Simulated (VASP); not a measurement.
# Ti2O (P-3m1) in VASP: notebook

Runs on Ti2O. Level: LDA. Tasks: single point.

Everything below comes from runs of VASP 6.6.1. Logs are shortened: lines on timing, memory, paths and dates and some standing lists are left out, and cuts for length are marked.

### Step 1. The cell of the first run

Symmetry: P-3m1, No. 164, trigonal system. Conventional cell: a = 2.798 Å, b = 2.798 Å, c = 4.516 Å, α = 90.00°, β = 90.00°, γ = 120.00°. Within 2.7 Å of Ti (site symmetry 3m) lie 3 O at 2.05 Å and 3 Ti at 2.57 Å. O (site symmetry -3m) has 6 Ti at 2.05 Å within 2.7 Å.

### Step 2. Single point, LDA

INCAR reads:

```
SYSTEM = Ti2O
  ALGO = Normal
  EDIFF = 1E-6
  ENCUT = 520
  ISIF = 2
  ISMEAR = -1
  LASPH = .True.
  LCHARG = .False.
  LREAL = .False.
  LWAVE = .False.
  NBANDS = 22
  NELM = 80
  PREC = Accurate
  SIGMA = 0.1
```

KPOINTS reads:

```
k-points
0
Gamma
  11 11 6
  0 0 0
```

POSCAR reads:

```
Ti2O
1.0
    2.7976142261      0.0000000000      0.0000000000
   -1.3988071131      2.4228049862      0.0000000000
    0.0000000000      0.0000000000      4.5163923573
Ti O
2 1
Direct
    0.6666666667      0.3333333333      0.2787400000
    0.3333333333      0.6666666667      0.7212600000
    0.0000000000      0.0000000000      0.0000000000
```

Potentials or basis: VASP PAW LDA potentials, release 64 (Ti_sv, O).

Launch:

```
$ cat potpaw_LDA.64/Ti_sv/POTCAR potpaw_LDA.64/O/POTCAR > POTCAR
$ mpirun -np 1 vasp_std > vasp.out
```

OUTCAR:

```text
SYSTEM = Ti2O
   EDIFF = 1E-6
   ENCUT = 520
   ISIF = 2
   ISMEAR = -1
   LASPH = .True.
   LREAL = .False.
   NELM = 80
   PREC = Accurate

 ion  position               nearest neighbor table
   1  0.667  0.333  0.279-   3 2.05   3 2.05   3 2.05   2 2.57   2 2.57   2 2.57
   2  0.333  0.667  0.721-   3 2.05   3 2.05   3 2.05   1 2.57   1 2.57   1 2.57
   3  0.000  0.000  0.000-   2 2.05   1 2.05   2 2.05   1 2.05   1 2.05   2 2.05

  LATTYP: Found a hexagonal cell.
 ALAT       =     2.7976142261
 C/A-ratio  =     1.6143728164

  Lattice vectors:

 A1 = (   2.7976142261,   0.0000000000,   0.0000000000)
 A2 = (  -1.3988071131,   2.4228049862,   0.0000000000)
 A3 = (   0.0000000000,   0.0000000000,   4.5163923573)

Analysis of symmetry for initial positions (statically):
=====================================================================
 Subroutine PRICEL returns:
 Original cell was already a primitive cell.

 Routine SETGRP: Setting up the symmetry group for a
 hexagonal supercell.

 Subroutine GETGRP returns: Found 12 space group operations
 (whereof 12 operations were pure point group operations)
 out of a pool of 24 trial point group operations.

The static configuration has the point symmetry D_3d.

Analysis of symmetry for dynamics (positions and initial velocities):
=====================================================================
 Subroutine PRICEL returns:
 Original cell was already a primitive cell.

 Routine SETGRP: Setting up the symmetry group for a
 hexagonal supercell.

 Subroutine GETGRP returns: Found 12 space group operations
 (whereof 12 operations were pure point group operations)
 out of a pool of 24 trial point group operations.

The dynamic configuration has the point symmetry D_3d.

 Subroutine INISYM returns: Found 12 space group operations
 (whereof 12 operations are pure point group operations),
 and found     1 'primitive' translations

----------------------------------------------------------------------------------------

                                     Primitive cell

  volume of cell :      30.6124

  direct lattice vectors                    reciprocal lattice vectors
     2.797614226  0.000000000  0.000000000     0.357447425  0.206372367  0.000000000
    -1.398807113  2.422804986  0.000000000     0.000000000  0.412744734  0.000000000
     0.000000000  0.000000000  4.516392357     0.000000000  0.000000000  0.221415661

  length of vectors
     2.797614226  2.797614223  4.516392357     0.412744734  0.412744734  0.221415661

  position of ions in fractional coordinates (direct lattice)
     0.666666667  0.333333333  0.278740000
     0.333333333  0.666666667  0.721260000
     0.000000000  0.000000000  0.000000000

  ion indices of the primitive-cell ions
   primitive index   ion index
                 1           1
                 2           2
                 3           3

----------------------------------------------------------------------------------------

 KPOINTS: k-points

Automatic generation of k-mesh.
 Grid dimensions read from file:
 generate k-points for:   11   11    6

 Generating k-lattice:

  Cartesian coordinates                     Fractional coordinates (reciprocal lattice)
     0.032495220  0.018761124  0.000000000     0.090909091 -0.000000000  0.000000000
     0.000000000  0.037522249  0.000000000     0.000000000  0.090909091  0.000000000
     0.000000000  0.000000000  0.036902610     0.000000000  0.000000000  0.166666667

  Length of vectors
     0.037522249  0.037522249  0.036902610

  Shift w.r.t. Gamma in fractional coordinates (k-lattice)
     0.000000000  0.000000000  0.000000000

 Subroutine IBZKPT returns following result:
 ===========================================

 Found     84 irreducible k-points:

 Following reciprocal coordinates:
            Coordinates               Weight
  0.000000  0.000000  0.000000      1.000000
  0.090909  0.000000  0.000000      6.000000
  0.181818  0.000000  0.000000      6.000000
  0.272727  0.000000  0.000000      6.000000
  0.363636 -0.000000  0.000000      6.000000
  0.454545  0.000000  0.000000      6.000000
[... 16 lines left out ...]
  0.000000  0.272727  0.166667      6.000000
  0.363636 -0.000000  0.166667      6.000000
 [... further k-points ...]
   k-points           NKPTS =     84   k-points in BZ     NKDIM =     84   number of bands    NBANDS=     22
   number of dos      NEDOS =    301   number of ions     NIONS =      3
   total plane-waves  NPLWV =  20736
   dimension x,y,z NGX =    24 NGY =   24 NGZ =   36
   dimension x,y,z NGXF=    48 NGYF=   48 NGZF=   72
   ions per type =               2   1
   NGX,Y,Z   is equivalent  to a cutoff of  14.26, 14.26, 13.25 a.u.
   NGXF,Y,Z  is equivalent  to a cutoff of  28.52, 28.52, 26.50 a.u.
 SYSTEM =  Ti2O
   PREC   = accura    normal or accurate (medium, high low for compatibility)
   ISTART =      0    job   : 0-new  1-cont  2-samecut
   ICHARG =      2    charge: 1-file 2-atom 10-const
   ISPIN  =      1    spin polarized calculation?
   LNONCOLLINEAR =      F non collinear calculations
   LSORBIT =      F    spin-orbit coupling
   LASPH  =      T    aspherical Exc in radial PAW
   ENCUT  =  520.0 eV  38.22 Ry    6.18 a.u.   5.20  5.20  8.40*2*pi/ulx,y,z
   NELM   =     80;   NELMIN=  2; NELMDL= -5     # of ELM steps
   EDIFF  = 0.1E-05   stopping-criterion for ELM
   LREAL  =      F    real-space projection
   EDIFFG = 0.1E-04   stopping-criterion for IOM
   NSW    =      0    number of steps for IOM
   IBRION =     -1    ionic relax: 0-MD 1-quasi-New 2-CG
   NFREE  =      0    steps in history (QN), initial steepest desc. (CG)
   ISIF   =      2    stress and relaxation
   ISYM   =      2    0-nonsym 1-usesym 2-fastsym
   POTIM  = 0.5000    time-step for ionic-motion
   TEBEG  =    0.0;   TEEND  =   0.0 temperature during run
   PSTRESS=    0.0 pullay stress
   NELECT =      30.0000    total number of electrons
   NUPDOWN=      -1.0000    fix difference up-down
   EMIN   =  10.00;   EMAX   =-10.00  energy-range for DOS
   EFERMI =   0.00;   METHOD = LEGACY
   ISMEAR =    -1;   SIGMA  =   0.10  broadening in eV -4-tet -1-fermi 0-gaus
   EFERMI_NEDOS =   21; number of points for ismear=-14 and -15
   IALGO  =     38    algorithm
   IMIX   =      4    mixing-type and parameters
     AMIX     =   0.40;   BMIX     =  1.00
     AMIX_MAG =   1.60;   BMIX_MAG =  1.00
  volume/ion in A,a.u.               =      10.20        68.86
  Fermi-wavevector in a.u.,A,eV,Ry     =   1.626108  3.072898 35.976876  2.644226
  Thomas-Fermi vector in A             =   2.719121
   LORBIT       =      0    0 simple, 1 ext, 2 COOP (PROOUT), +10 PAW based schemes
   GGA     = CA    functional components
   LHFCALC =     F    Hartree Fock is set to
   AEXX    =    0.0000 exact exchange contribution
   IVDW    =     0    specifies the selected vdW correction
   LEPSILON=     F    determine dielectric tensor
   LRPA    =     F    only Hartree local field effects (RPA)
 non-spin polarized calculation
  energy-cutoff  :      520.00
  volume of cell :       30.61
 maximum number of plane-waves:       839
 NGX is ok and might be reduce to    24
   NGX = 11   NGY = 11   NGZ = 17

 number of electron      30.0000000 magnetization

 Free energy of the ion-electron system (eV)
  ---------------------------------------------------
  ext. energy  EPLUGINS =         0.00000000
  ---------------------------------------------------
  free energy    TOTEN  =       -28.27661343 eV

  energy without entropy =      -28.24624983  energy(sigma->0) =      -28.26143163

 E-fermi :  11.8237     XC(G=0): -13.5923

 val. band max:       11.8162592386   @ k =   0.4545   0.0000   0.3333
 cond. band min:      11.8326826722   @ k =   0.0909   0.0000   0.3333
 fundamental gap:      0.0164234337
 Fermi energy:        11.8236781830

 k-point     1 :       0.0000    0.0000    0.0000
  band No.  band energies     occupation
      1     -44.4463      2.00000
      2     -44.1330      2.00000
      3     -21.8604      2.00000
      4     -20.6152      2.00000
      5     -20.6152      2.00000
      6     -20.4597      2.00000
[... 14 lines left out ...]
     21      13.3466      0.00000
     22      16.7941      0.00000

 k-point     2 :       0.0909    0.0000    0.0000
  band No.  band energies     occupation
      1     -44.4291      2.00000
      2     -44.1270      2.00000
      3     -21.8190      2.00000
      4     -20.7086      2.00000
      5     -20.6403      2.00000
      6     -20.5142      2.00000
[... 14 lines left out ...]
     21      13.7191      0.00000
     22      16.3618      0.00000

 k-point     3 :       0.1818    0.0000    0.0000
  band No.  band energies     occupation
      1     -44.3816      2.00000
      2     -44.1118      2.00000
      3     -21.7033      2.00000
      4     -20.9244      2.00000
      5     -20.7151      2.00000
      6     -20.7035      2.00000
[... 14 lines left out ...]
     21      14.3345      0.00000
     22      15.8486      0.00000

 k-point     4 :       0.2727    0.0000    0.0000
  band No.  band energies     occupation
      1     -44.3153      2.00000
      2     -44.0955      2.00000
      3     -21.5403      2.00000
      4     -21.1967      2.00000
      5     -20.9424      2.00000
      6     -20.7804      2.00000
[... 14 lines left out ...]
     21      15.0529      0.00000
     22      16.0185      0.00000

 k-point     5 :       0.3636   -0.0000    0.0000
  band No.  band energies     occupation
      1     -44.2470      2.00000
      2     -44.0872      2.00000
      3     -21.4474      2.00000
      4     -21.3980      2.00000
      5     -21.0832      2.00000
      6     -20.8472      2.00000
[... 417 lines left out ...]
 k-point    22 :       0.2727    0.0000    0.1667
  band No.  band energies     occupation
      1     -44.3063      2.00000
      2     -44.1049      2.00000
      3     -21.5603      2.00000
      4     -21.2113      2.00000
      5     -20.8731      2.00000
      6     -20.7615      2.00000
[... 14 lines left out ...]
     21      15.0541      0.00000
     22      16.6199      0.00000

 k-point    23 :       0.0000    0.2727    0.1667
  band No.  band energies     occupation
      1     -44.3059      2.00000
      2     -44.1052      2.00000
      3     -21.5036      2.00000
      4     -21.1241      2.00000
      5     -21.0625      2.00000
      6     -20.7733      2.00000
[... 14 lines left out ...]
     21      15.0205      0.00000
     22      15.4491      0.00000

 k-point    24 :       0.3636   -0.0000    0.1667
  band No.  band energies     occupation
      1     -44.2406      2.00000
      2     -44.0937      2.00000
      3     -21.5773      2.00000
      4     -21.3598      2.00000
      5     -20.9700      2.00000
      6     -20.8279      2.00000
[... 14 lines left out ...]
     21      15.4203      0.00000
     22      16.7384      0.00000

 [... further k-points ...]
[... 5 lines left out ...]
  --------------------------------------------------------------------------------------
  -------------------------------------------------------------------------------------
  Total        5.9469829      5.9469829      7.3603330     -0.0000000      0.0000000     -0.0000000
  in kB      311.2499724    311.2499714    385.2211271     -0.0000000      0.0000000     -0.0000000
  external PRESSURE =     335.9070236 kB  Pullay stress =       0.0000000 kB

 VOLUME and BASIS-vectors are now :
 -----------------------------------------------------------------------------
  energy-cutoff  :      520.00
  volume of cell :       30.61
      direct lattice vectors                 reciprocal lattice vectors
     2.797614226  0.000000000  0.000000000     0.357447425  0.206372367  0.000000000
    -1.398807113  2.422804986  0.000000000     0.000000000  0.412744734  0.000000000
     0.000000000  0.000000000  4.516392357     0.000000000  0.000000000  0.221415661

 POSITION                                       TOTAL-FORCE (eV/Angst)
 -----------------------------------------------------------------------------------
      1.39881      0.80760      1.25890        -0.000000      0.000000     -1.431087
     -0.00000      1.61520      3.25749         0.000000     -0.000000      1.431087
      0.00000      0.00000      0.00000         0.000000      0.000000      0.000000
 -----------------------------------------------------------------------------------
    total drift:                                0.000000      0.000000      0.000000

  FREE ENERGIE OF THE ION-ELECTRON SYSTEM (eV)
  ---------------------------------------------------
  free  energy   TOTEN  =       -28.2766134279 eV

  energy  without entropy=      -28.2462498271  energy(sigma->0) =      -28.26143163
```

It took 51 s on 1 thread of Intel Xeon Platinum 8375C at 2.90GHz (Ice Lake), shared host; peak memory 0.17 GiB.

Results:

```yaml
Free_energy: -28.2766 eV
Pressure: 33.6 GPa
Largest_force: 1.431 eV/Å
Band_gap_on_the_k_mesh: zero (band 15 reaches 12.32 eV, above the bottom of band 16 at 11.52 eV)
```

Forces in eV/Å, atoms in the order of the input:
```
Ti   0.000  0.000 -1.431
Ti   0.000  0.000  1.431
O    0.000  0.000  0.000
```

Stress tensor (GPa, compression positive):
```
31.12  0.00  0.00
 0.00 31.12  0.00
 0.00  0.00 38.52
```

Levels at points of the mesh, in eV from the Fermi level:
```tsv
k point	band 11	band 12	band 13	band 14	band 15	band 16	band 17	band 18	band 19	band 20
(0.00, 0.00, 0.00)	-6.31	-6.31	-3.35	-0.43	0.39	0.48	0.48	1.08	1.08	1.52
(0.00, 0.00, 0.50)	-6.44	-6.44	-2.28	-1.19	0.04	0.04	1.70	2.37	2.37	2.75
```

Caveat: forces of over 1 eV/Å act on the atoms, so gaps and moduli don't describe the material at rest.

### Step 3. Single point, LDA

This run uses another cell than the first one, of 10.67 Å³/atom, 1.045 times its volume.

INCAR reads:

```
SYSTEM = Ti2O
PREC     = Accurate       ! precision mode
ENCUT    = 520            ! plane-wave cutoff, eV
EDIFF    = 1E-7           ! SCF threshold, eV
ISMEAR   = -1             ! smearing method
SIGMA    = 0.1            ! smearing width, eV
LREAL    = .FALSE.        ! projectors in reciprocal space
LASPH    = .TRUE.         ! aspherical terms in the spheres
NELM     = 80             ! most SCF steps
ALGO     = Normal         ! electronic algorithm
ISIF     = 2              ! what is computed and relaxed
LWAVE    = .FALSE.        ! write WAVECAR
LCHARG   = .FALSE.        ! write CHGCAR
GGA      = CA             ! functional
NBANDS   = 22             ! bands
```

KPOINTS reads:

```
Automatic mesh
0
G
  11 11 6
  0 0 0
```

POSCAR reads:

```
Ti2O
1.0
    2.8393758193      0.0000000000      0.0000000000
   -1.4196879096      2.4589715867      0.0000000000
    0.0000000000      0.0000000000      4.5838111380
Ti O
2 1
Direct
    0.6666666667      0.3333333333      0.2787400000
    0.3333333333      0.6666666667      0.7212600000
    0.0000000000      0.0000000000      0.0000000000
```

Potentials or basis: VASP PAW LDA potentials, release 64 (Ti_sv, O).

Launch:

```
$ cat potpaw_LDA.64/Ti_sv/POTCAR potpaw_LDA.64/O/POTCAR > POTCAR
$ mpirun -np 1 vasp_std > vasp.out
```

It took 50 s on 1 thread of Intel Xeon Platinum 8375C at 2.90GHz (Ice Lake), shared host; peak memory 0.17 GiB.

Results (log left out):

```yaml
Free_energy: -28.5065 eV
Pressure: 19.5 GPa
Largest_force: 1.454 eV/Å
Band_gap_on_the_k_mesh: zero (band 15 reaches 11.71 eV, above the bottom of band 16 at 10.90 eV)
```

Forces on the atoms (eV/Å):
```
Ti   0.000  0.000 -1.454
Ti   0.000  0.000  1.454
O    0.000  0.000  0.000
```

Stress tensor (GPa, compression positive):
```
17.39  0.00  0.00
 0.00 17.39  0.00
 0.00  0.00 23.68
```

Levels at points of the mesh, in eV from the Fermi level:
| k point | band 12 | band 13 | band 14 | band 15 | band 16 | band 17 | band 18 | band 19 |
| --- | --- | --- | --- | --- | --- | --- | --- | --- |
| (0.00, 0.00, 0.00) | -6.11 | -3.45 | -0.42 | 0.38 | 0.47 | 0.47 | 1.03 | 1.03 |
| (0.00, 0.00, 0.50) | -6.22 | -2.17 | -1.31 | 0.06 | 0.06 | 1.60 | 2.23 | 2.23 |

Caveat: forces of over 1 eV/Å act on the atoms, so gaps and moduli don't describe the material at rest.
